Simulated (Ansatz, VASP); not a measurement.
CsTaS2: VASP beside Ansatz

```
Cs Ta S
1.0
     3.54299    0.00000    0.00000
    -1.77149    3.06832    0.00000
     0.00000    0.00000    8.26933
Cs Ta S
1 1 2
Cartesian
  0.0000 2.0455 4.1347
  0.0000 0.0000 0.0000
  1.7715 1.0228 6.7667
  1.7715 1.0228 1.5026
```

Alike in both runs: functional PBE; k mesh 12 × 12 × 4; occupations gaussian, width 0.01 eV; no spin polarisation.

Ansatz relaxed the structure, and its values are those at the end. VASP's run is a single point on that final structure, the one shown.

|  | VASP | Ansatz |
| --- | --- | --- |
| version | VASP 6.6.1 | Ansatz 0.2.0 |
| potentials or method | VASP PAW PBE potentials, release 64 (Cs_sv, Ta_pv, S), cutoff 520 eV | scalar-relativistic, plane waves, PAW |
| valence electrons in the cell | 32 | 34 |

|  | VASP | Ansatz | Ansatz less VASP |
| --- | --- | --- | --- |
| gap on the k mesh at the Fermi level (eV) | 0.11 | 0.15 | +0.037 |
| least direct gap on the mesh (eV) | 0.61 | 0.65 | +0.039 |
| pressure (GPa) | 0.2 | 0.0 | -0.17 |
| rms of the force components (eV/Å) | 0.007 | 0.001 | -0.0058 |

VASP's potentials hold 32 valence electrons a cell and Ansatz's 34, so a difference there can come from the potentials and not from the codes.

Spin-orbit coupling is off throughout.
